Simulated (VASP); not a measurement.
# LiCl (I4/mmm) in VASP: single point with HSE06

Aim: the single point of LiCl with HSE06.

All numbers are computed with VASP 6.6.1; they aren't measurements. Logs are shortened: lines on timing, memory, paths and dates and some standing lists are left out, and cuts for length are marked.

## 1. The cell of the first run

It takes space group I4/mmm (No. 139, tetragonal). Conventional cell: a = 3.615 Å, b = 3.615 Å, c = 5.389 Å, α = 90.00°, β = 90.00°, γ = 90.00°. Li (site symmetry 4/mmm) has 6 Cl at 2.56 to 2.69 Å within 3.4 Å. Within 3.4 Å of Cl (site symmetry 4/mmm) lie 6 Li at 2.56 to 2.69 Å.

## 2. Single point, HSE06 (uniaxial z strain +5.4%)

Contents of POSCAR:

```
LiCl
1.0
    0.0000000000      2.5560252063      2.6945617725
    2.5560252063      0.0000000000      2.6945617725
    2.5560252063      2.5560252063      0.0000000000
Li Cl
1 1
Direct
    0.0000000000      0.0000000000      0.0000000000
    0.5000000000      0.5000000000      0.5000000000
```

Contents of INCAR.step1:

```
SYSTEM = LiCl
PREC = Accurate
ENCUT = 520
EDIFF = 1E-5
ISMEAR = 0
SIGMA = 0.01
LREAL = .FALSE.
LASPH = .TRUE.
NELM = 60
ALGO = Normal
ISIF = 2
LWAVE = .TRUE.
NBANDS = 12
GGA = PE
```

Contents of INCAR.step2:

```
SYSTEM = LiCl
PREC = Accurate
ENCUT = 520
EDIFF = 1E-6
ISMEAR = 0
SIGMA = 0.01
LREAL = .FALSE.
LASPH = .TRUE.
NELM = 60
ALGO = Normal
ISIF = 2
LWAVE = .FALSE.
LCHARG = .TRUE.
GGA = PE
LHFCALC = .TRUE.
HFSCREEN = 0.2079
PRECFOCK = Normal
LELF = .TRUE.
LVHAR = .TRUE.
NBANDS = 12
ISTART = 1
```

Contents of KPOINTS:

```
Automatic mesh
0
G
  6 6 6
  0 0 0
```

Potentials or basis: VASP PAW PBE potentials, release 64 (Li_sv, Cl).

On the command line:

```sh
$ cat potpaw_PBE.64/Li_sv/POTCAR potpaw_PBE.64/Cl/POTCAR > POTCAR
$ cp INCAR.step1 INCAR
$ mpirun -np 1 vasp_std > vasp.out
$ cp INCAR.step2 INCAR
$ mpirun -np 1 vasp_std > vasp.out
```

OUTCAR:

```text
SYSTEM = LiCl
   PREC = Accurate
   ENCUT = 520
   EDIFF = 1E-6
   ISMEAR = 0
   LREAL = .FALSE.
   LASPH = .TRUE.
   NELM = 60
   ISIF = 2
   GGA = PE
   LHFCALC = .TRUE.
   HFSCREEN = 0.2079
   PRECFOCK = Normal
   ISTART = 1

 ion  position               nearest neighbor table
   1  0.000  0.000  0.000-   2 2.56   2 2.56   2 2.56   2 2.56
   2  0.500  0.500  0.500-   1 2.56   1 2.56   1 2.56   1 2.56

  LATTYP: Found a body centered tetragonal cell.
 ALAT       =     3.6147655125
 C/A-ratio  =     1.4908639375

  Lattice vectors:

 A1 = (  -2.5560252063,   0.0000000000,   2.6945617725)
 A2 = (   2.5560252063,   0.0000000000,   2.6945617725)
 A3 = (   0.0000000000,   2.5560252063,  -2.6945617725)

Analysis of symmetry for initial positions (statically):
=====================================================================
 Subroutine PRICEL returns:
 Original cell was already a primitive cell.

 Routine SETGRP: Setting up the symmetry group for a
 body centered tetragonal supercell.

 Subroutine GETGRP returns: Found 16 space group operations
 (whereof 16 operations were pure point group operations)
 out of a pool of 16 trial point group operations.

The static configuration has the point symmetry D_4h.

Analysis of symmetry for dynamics (positions and initial velocities):
=====================================================================
 Subroutine PRICEL returns:
 Original cell was already a primitive cell.

 Routine SETGRP: Setting up the symmetry group for a
 body centered tetragonal supercell.

 Subroutine GETGRP returns: Found 16 space group operations
 (whereof 16 operations were pure point group operations)
 out of a pool of 16 trial point group operations.

The dynamic configuration has the point symmetry D_4h.

 Subroutine INISYM returns: Found 16 space group operations
 (whereof 16 operations are pure point group operations),
 and found     1 'primitive' translations

----------------------------------------------------------------------------------------

                                     Primitive cell

  volume of cell :      35.2086

  direct lattice vectors                    reciprocal lattice vectors
     0.000000000  2.556025206  2.694561773    -0.195616224  0.195616224  0.185558930
     2.556025206  0.000000000  2.694561773     0.195616224 -0.195616224  0.185558930
     2.556025206  2.556025206  0.000000000     0.195616224  0.195616224 -0.185558930

  length of vectors
     3.714017771  3.714017771  3.614765513     0.333111890  0.333111890  0.333111890

  position of ions in fractional coordinates (direct lattice)
     0.000000000  0.000000000  0.000000000
     0.500000000  0.500000000  0.500000000

  ion indices of the primitive-cell ions
   primitive index   ion index
                 1           1
                 2           2

----------------------------------------------------------------------------------------

 KPOINTS: Automatic mesh

Automatic generation of k-mesh.
 Grid dimensions read from file:
 generate k-points for:    6    6    6

 Generating k-lattice:

  Cartesian coordinates                     Fractional coordinates (reciprocal lattice)
    -0.032602704  0.032602704  0.030926488     0.166666667  0.000000000  0.000000000
     0.032602704 -0.032602704  0.030926488     0.000000000  0.166666667  0.000000000
     0.032602704  0.032602704 -0.030926488    -0.000000000 -0.000000000  0.166666667

  Length of vectors
     0.055518648  0.055518648  0.055518648

  Shift w.r.t. Gamma in fractional coordinates (k-lattice)
     0.000000000  0.000000000  0.000000000

 Subroutine IBZKPT returns following result:
 ===========================================

 Found     30 irreducible k-points:

 Following reciprocal coordinates:
            Coordinates               Weight
  0.000000  0.000000  0.000000      1.000000
  0.166667 -0.000000  0.000000      8.000000
  0.333333  0.000000  0.000000      8.000000
  0.500000 -0.000000  0.000000      4.000000
  0.166667  0.166667  0.000000      2.000000
  0.333333  0.166667  0.000000      8.000000
[... 16 lines left out ...]
  0.333333  0.000000  0.333333      4.000000
  0.500000  0.000000  0.333333     16.000000
 [... further k-points ...]
   k-points           NKPTS =     30   k-points in BZ     NKDIM =    216   number of bands    NBANDS=     12
   number of dos      NEDOS =    301   number of ions     NIONS =      2
   total plane-waves  NPLWV =  21952
   dimension x,y,z NGX =    28 NGY =   28 NGZ =   28
   dimension x,y,z NGXF=    56 NGYF=   56 NGZF=   56
   ions per type =               1   1
   NGX,Y,Z   is equivalent  to a cutoff of  12.53, 12.53, 12.88 a.u.
   NGXF,Y,Z  is equivalent  to a cutoff of  25.07, 25.07, 25.75 a.u.
 SYSTEM =  LiCl
   PREC   = accura    normal or accurate (medium, high low for compatibility)
   ISTART =      1    job   : 0-new  1-cont  2-samecut
   ICHARG =      0    charge: 1-file 2-atom 10-const
   ISPIN  =      1    spin polarized calculation?
   LNONCOLLINEAR =      F non collinear calculations
   LSORBIT =      F    spin-orbit coupling
   LASPH  =      T    aspherical Exc in radial PAW
   ENCUT  =  520.0 eV  38.22 Ry    6.18 a.u.   6.91  6.91  6.72*2*pi/ulx,y,z
   NELM   =     60;   NELMIN=  2; NELMDL=  0     # of ELM steps
   EDIFF  = 0.1E-05   stopping-criterion for ELM
   LREAL  =      F    real-space projection
   EDIFFG = 0.1E-04   stopping-criterion for IOM
   NSW    =      0    number of steps for IOM
   IBRION =     -1    ionic relax: 0-MD 1-quasi-New 2-CG
   NFREE  =      0    steps in history (QN), initial steepest desc. (CG)
   ISIF   =      2    stress and relaxation
   ISYM   =      3    0-nonsym 1-usesym 2-fastsym
   POTIM  = 0.5000    time-step for ionic-motion
   TEBEG  =    0.0;   TEEND  =   0.0 temperature during run
   PSTRESS=    0.0 pullay stress
   NELECT =      10.0000    total number of electrons
   NUPDOWN=      -1.0000    fix difference up-down
   EMIN   =  10.00;   EMAX   =-10.00  energy-range for DOS
   EFERMI =   0.00;   METHOD = LEGACY
   ISMEAR =     0;   SIGMA  =   0.01  broadening in eV -4-tet -1-fermi 0-gaus
   EFERMI_NEDOS =   21; number of points for ismear=-14 and -15
   IALGO  =     38    algorithm
   IMIX   =      1    mixing-type and parameters
     AMIX     =   0.40;   BMIX     =  1.00
     AMIX_MAG =   1.60;   BMIX_MAG =  1.00
  volume/ion in A,a.u.               =      17.60       118.80
  Fermi-wavevector in a.u.,A,eV,Ry     =   1.076115  2.033563 15.755867  1.158024
  Thomas-Fermi vector in A             =   2.211990
   LORBIT       =      0    0 simple, 1 ext, 2 COOP (PROOUT), +10 PAW based schemes
   GGA     = PE    functional components
   LHFCALC =     T    Hartree Fock is set to
   PRECFOCK=normal    Normal, Fast or Accurate (Low or Medium for compatibility)
   ENCUT4O =  -1.0   cutoff for four orbital integrals eV
   NKREDX  =     1    reduce k-point grid by
   NKREDY  =     1    reduce k-point grid by
   NKREDZ  =     1    reduce k-point grid by
   AEXX    =    0.2500 exact exchange contribution
   HFSCREEN=    0.2079 screening length (either q_TF or 0.3 A-1)
   HFSCREENC=   0.2079 screening length for correlation (either q_TF or 0.3 A-1)
   ENCUTFOCK=  -1.0 apply spherical cutoff to Coloumb kernel
   IVDW    =     0    specifies the selected vdW correction
   LEPSILON=     F    determine dielectric tensor
   LRPA    =     F    only Hartree local field effects (RPA)
 non-spin polarized calculation
 Gauss-broadening in eV      SIGMA  =   0.01
  energy-cutoff  :      520.00
  volume of cell :       35.21
 maximum number of plane-waves:       966
  NGX = 24; NGY = 24; NGZ = 24

 number of electron      10.0000007 magnetization

 Free energy of the ion-electron system (eV)
  ---------------------------------------------------
  ext. energy  EPLUGINS =         0.00000000
  ---------------------------------------------------
  free energy    TOTEN  =        -8.44643081 eV

  energy without entropy =       -8.44643081  energy(sigma->0) =       -8.44643081

 E-fermi :  -0.4146     XC(G=0):  -7.1124

 val. band max:       -0.6198853023   @ k =   0.0000   0.0000   0.0000
 cond. band min:       6.7855702757   @ k =   0.0000   0.0000   0.0000
 fundamental gap:      7.4054555780
 Fermi energy:        -0.4146233567

 k-point     1 :       0.0000    0.0000    0.0000
  band No.  band energies     occupation
      1     -47.0376      2.00000
      2     -15.2049      2.00000
      3      -0.7421      2.00000
      4      -0.7421      2.00000
      5      -0.6199      2.00000
      6       6.7856      0.00000
      7      12.4352      0.00000
      8      12.8940      0.00000
      9      12.8940      0.00000
     10      14.6138      0.00000
     11      15.0868      0.00000
     12      15.6325      0.00000

 k-point     2 :       0.1667   -0.0000    0.0000
  band No.  band energies     occupation
      1     -47.0370      2.00000
      2     -15.0750      2.00000
      3      -1.5647      2.00000
      4      -0.7825      2.00000
      5      -0.7542      2.00000
      6       7.5053      0.00000
      7      11.5979      0.00000
      8      12.0270      0.00000
      9      12.5883      0.00000
     10      13.9399      0.00000
     11      14.1069      0.00000
     12      15.8892      0.00000

 k-point     3 :       0.3333    0.0000    0.0000
  band No.  band energies     occupation
      1     -47.0359      2.00000
      2     -14.7941      2.00000
      3      -2.9502      2.00000
      4      -0.9430      2.00000
      5      -0.8567      2.00000
      6       7.6538      0.00000
      7      10.5946      0.00000
      8      11.0651      0.00000
      9      12.3268      0.00000
     10      15.8874      0.00000
     11      15.9971      0.00000
     12      16.6949      0.00000
[... 286 lines left out ...]
 k-point    23 :       0.3333    0.0000    0.3333
  band No.  band energies     occupation
      1     -47.0349      2.00000
      2     -14.6105      2.00000
      3      -2.9119      2.00000
      4      -1.7464      2.00000
      5      -1.4303      2.00000
      6       9.0116      0.00000
      7       9.5217      0.00000
      8      11.3297      0.00000
      9      13.2886      0.00000
     10      14.1526      0.00000
     11      17.0487      0.00000
     12      19.8276      0.00000

 k-point    24 :       0.5000    0.0000    0.3333
  band No.  band energies     occupation
      1     -47.0342      2.00000
      2     -14.4435      2.00000
      3      -3.3123      2.00000
      4      -2.1009      2.00000
      5      -1.6188      2.00000
      6       8.7600      0.00000
      7       9.7815      0.00000
      8      12.0539      0.00000
      9      13.0655      0.00000
     10      14.8011      0.00000
     11      18.6982      0.00000
     12      19.5494      0.00000

 [... further k-points ...]

------------------------ aborting loop because EDIFF is reached ----------------------------------------

  FORCE on cell =-STRESS in cart. coord.  units (eV):
  Direction    XX          YY          ZZ          XY          YZ          ZX
  --------------------------------------------------------------------------------------
  -------------------------------------------------------------------------------------
  Total       -0.2394132     -0.2394132     -0.4761355      0.0000000      0.0000000     -0.0000000
  in kB      -10.8945723    -10.8945723    -21.6667007      0.0000000      0.0000000     -0.0000000
  external PRESSURE =     -14.4852818 kB  Pullay stress =       0.0000000 kB

 VOLUME and BASIS-vectors are now :
 -----------------------------------------------------------------------------
  energy-cutoff  :      520.00
  volume of cell :       35.21
      direct lattice vectors                 reciprocal lattice vectors
     0.000000000  2.556025206  2.694561773    -0.195616224  0.195616224  0.185558930
     2.556025206  0.000000000  2.694561773     0.195616224 -0.195616224  0.185558930
     2.556025206  2.556025206  0.000000000     0.195616224  0.195616224 -0.185558930

 POSITION                                       TOTAL-FORCE (eV/Angst)
 -----------------------------------------------------------------------------------
      0.00000      0.00000      0.00000         0.000000      0.000000      0.000000
      2.55603      2.55603      2.69456         0.000000      0.000000     -0.000000
 -----------------------------------------------------------------------------------
    total drift:                                0.000000     -0.000000      0.000000

  FREE ENERGIE OF THE ION-ELECTRON SYSTEM (eV)
  ---------------------------------------------------
  free  energy   TOTEN  =        -8.4464308142 eV

  energy  without entropy=       -8.4464308142  energy(sigma->0) =       -8.44643081
```

Run time: 16 min. Hardware: 1 thread of Intel Xeon Platinum 8259CL at 2.50GHz (Skylake/Cascade Lake), shared host; peak memory 0.27 GiB.

What came out:

```
Free energy            : -8.4464 eV
Band gap on the k mesh : 7.41 eV
```

Caveat: the cell differs from its parent crystal (uniaxial z strain +5.4%); the cutoff is under 1.25 times the usual one of these potentials, so pressure, stress and relaxed cells hold a basis-set (Pulay) error; the PAW data sets were made with another functional, which shifts forces and pressure a little.
